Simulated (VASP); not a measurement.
A run of VASP 6.6.1:

The input INCAR:

```
ALGO     = Normal         # electronic algorithm
EDIFF    = 1E-7           # SCF threshold, eV
ENCUT    = 520            # plane-wave cutoff, eV
GGA      = PE             # functional
ISIF     = 2              # what is computed and relaxed
ISMEAR   = 0              # smearing method
LASPH    = True           # aspherical terms in the spheres
LCHARG   = False          # write CHGCAR
LREAL    = False          # projectors in reciprocal space
LWAVE    = False          # write WAVECAR
NBANDS   = 32             # bands
NELM     = 80             # most SCF steps
PREC     = Accurate       # precision mode
SIGMA    = 0.1            # smearing width, eV
```

Contents of KPOINTS:

```
k-points
0
Gamma
  12 12 6
```

POSCAR

```
Sc2B5F
1.0
    4.4434165451      0.0000000000      0.0000000000
   -2.2217082726      3.8481116077      0.0000000000
    0.0000000000      0.0000000000      6.3082421137
Sc B F
2 5 1
Direct
    0.6666666667      0.3333333333      0.0000000000
    0.0000000000      0.0000000000      0.5000000000
    0.0000000000      0.0000000000      0.8677300450
    0.0000000000      0.0000000000      0.1322699550
    0.2077875060      0.7922124940      0.0000000000
    0.2077875060      0.4155750120      0.0000000000
    0.5844249880      0.7922124940      0.0000000000
    0.3333333333      0.6666666667      0.5000000000
```

Potentials or basis: VASP PAW PBE potentials, release 64 (Sc_sv, B, F).

The run is started by

```sh
$ cat potpaw_PBE.64/Sc_sv/POTCAR potpaw_PBE.64/B/POTCAR potpaw_PBE.64/F/POTCAR > POTCAR
$ mpirun -np 1 vasp_std > vasp.out
```

Hardware: 1 thread of Intel Xeon 8259CL (shared host).

Estimate the wall time of this run.

Run time: 12 min on 1 thread of Intel Xeon 8259CL, with other jobs on the host, peak memory 0.39 GiB. Counts: scf iterations 18, k points 76.
